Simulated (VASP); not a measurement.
Set up this calculation in VASP 6.6.1, as the native input.

```yaml
Task: single point
Functional: LDA
Potentials_or_basis: VASP PAW LDA potentials, release 64 (W_sv)
Cutoff: 520 eV
k_mesh: 14 × 14 × 14
Occupations: gaussian, width 0.3 eV
Spin: no spin polarisation
Dipole_correction: no
Further_INCAR_settings: ALGO = Normal; EDIFF = 1e-06; NBANDS = 13
```

The structure of W lies in POSCAR:

```
W
1.0
   -1.5676867250      1.5676867250      1.5676867250
    1.5676867250     -1.5676867250      1.5676867250
    1.5676867250      1.5676867250     -1.5676867250
W
1
Direct
    0.0000000000      0.0000000000      0.0000000000
```

One way to write it, as run:

INCAR

```
  PREC = Accurate
  ENCUT = 520
  EDIFF = 1E-6
  ISMEAR = 0
  SIGMA = 0.3
  LREAL = False
  LASPH = True
  NELM = 100
  ALGO = Normal
  ISIF = 2
  LWAVE = False
  LCHARG = True
  GGA = CA
  LELF = True
  LVHAR = True
  NBANDS = 13
```

KPOINTS

```
regular mesh
0
Gamma
  14 14 14
```

Potentials or basis: VASP PAW LDA potentials, release 64 (W_sv).

Command:

```console
$ cat potpaw_LDA.64/W_sv/POTCAR > POTCAR
$ mpirun -np 1 vasp_std > vasp.out
```

It gave:

* Pressure: 2.0 GPa
* Band gap on the k mesh: zero (band 7 reaches 17.09 eV, above the bottom of band 8 at 10.43 eV)

Caveat: spin-orbit coupling is left out, which moves the levels of the heavy elements.

Run time: 10 s on 1 thread of AMD EPYC 9R45 96-Core Processor (Zen 5) (shared host), peak memory 0.1 GiB.
